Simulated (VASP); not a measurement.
Ti: single point with LDA

The system is Ti.

```xyz
4
Lattice="0.0000 4.0600 4.0600 4.0600 0.0000 4.0600 2.0300 2.0300 0.0000" Properties=species:S:1:pos:R:3 pbc="T T T"
Ti    0.1639   -0.0678   -0.0282
Ti    2.0144    0.1451    1.9790
Ti   -0.0396    1.9978    2.0038
Ti    1.9213    1.9849    4.1655
```

- Program: VASP 6.6.1
- Task: single point
- Functional: LDA
- Potentials or basis: VASP PAW LDA potentials, release 64 (Ti_sv)
- Cutoff: 520 eV
- k mesh: 4 × 4 × 8
- Occupations: fermi-dirac, width 0.08 eV
- Spin: no spin polarisation

The pressure is -3.9 GPa and the largest force is 0.946 eV/Å. The band gap on the k mesh is zero (band 24 reaches 9.02 eV, above the bottom of band 25 at 8.01 eV).

Forces on the atoms (eV/Å):
```
Ti  -0.634  0.657 -0.247
Ti   0.173 -0.455  0.627
Ti   0.159 -0.181 -0.004
Ti   0.302 -0.021 -0.376
```

Stress tensor (GPa, compression positive):
```
-4.26 -0.60 -0.68
-0.60 -3.90 -0.36
-0.68 -0.36 -3.46
```

Levels at points of the mesh, in eV from the Fermi level:
```
           k point  band 21  band 22  band 23  band 24  band 25  band 26  band 27  band 28
(0.00, 0.00, 0.00)    -1.79     0.51     0.56     0.65     0.73     0.80     0.82     0.90
(0.50, 0.00, 0.00)    -1.12    -0.90    -0.29     0.08     0.40     0.56     1.06     1.09
(0.00, 0.50, 0.00)    -1.23    -0.89    -0.24     0.08     0.43     0.70     1.00     1.08
(0.50, 0.50, 0.00)    -0.97    -0.63    -0.54    -0.31    -0.17     0.29     0.88     1.34
(0.00, 0.00, 0.50)    -1.81    -1.79     0.62     0.65     0.71     0.77     0.86     0.92
(0.50, 0.00, 0.50)    -1.32    -1.18    -0.83    -0.75     0.24     0.40     0.52     0.71
(0.00, 0.50, 0.50)    -1.24    -1.15    -0.90    -0.80     0.19     0.33     0.49     0.73
(0.50, 0.50, 0.50)    -0.79    -0.60    -0.43    -0.33    -0.29    -0.16    -0.01     0.21
```

It took 3.7 min on 1 thread of Intel(R) Xeon(R) Platinum 8259CL CPU @ 2.50GHz (Skylake/Cascade Lake), on a shared host, peak memory 0.25 GiB.
